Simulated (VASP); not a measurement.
A run of VASP 6.6.1 is set up as follows.

File INCAR:

```
  ALGO = Normal
  EDIFF = 1E-6
  ENCUT = 520
  GGA = PS
  ISIF = 2
  ISMEAR = -1
  LASPH = T
  LCHARG = F
  LREAL = F
  LWAVE = F
  NBANDS = 16
  NELM = 60
  PREC = Accurate
  SIGMA = 0.03
```

The input KPOINTS:

```
k-points
0
Gamma
  11 11 11
```

File POSCAR:

```
InP
1.0
    0.0000000000      2.8925700979      2.8925700979
    2.8925700979      0.0000000000      2.8925700979
    2.8925700979      2.8925700979      0.0000000000
In P
1 1
Direct
    0.0000000000      0.0000000000      0.0000000000
    0.5000000000      0.5000000000      0.5000000000
```

Potentials or basis: VASP PAW PBE potentials, release 64 (In_d, P).

Launch:

```console
$ cat potpaw_PBE.64/In_d/POTCAR potpaw_PBE.64/P/POTCAR > POTCAR
$ mpirun -np 1 vasp_std > vasp.out
```

(1) Predict the band gap on the k mesh.

(2) Estimate the pressure.

Answers

(1) zero (band 9 reaches 5.71 eV, above the bottom of band 10 at 3.50 eV).

(2) -9.6 GPa.

Caveat: the PAW data sets were made with another functional, which shifts forces and pressure a little; spin-orbit coupling is left out, which moves the levels of the heavy elements.
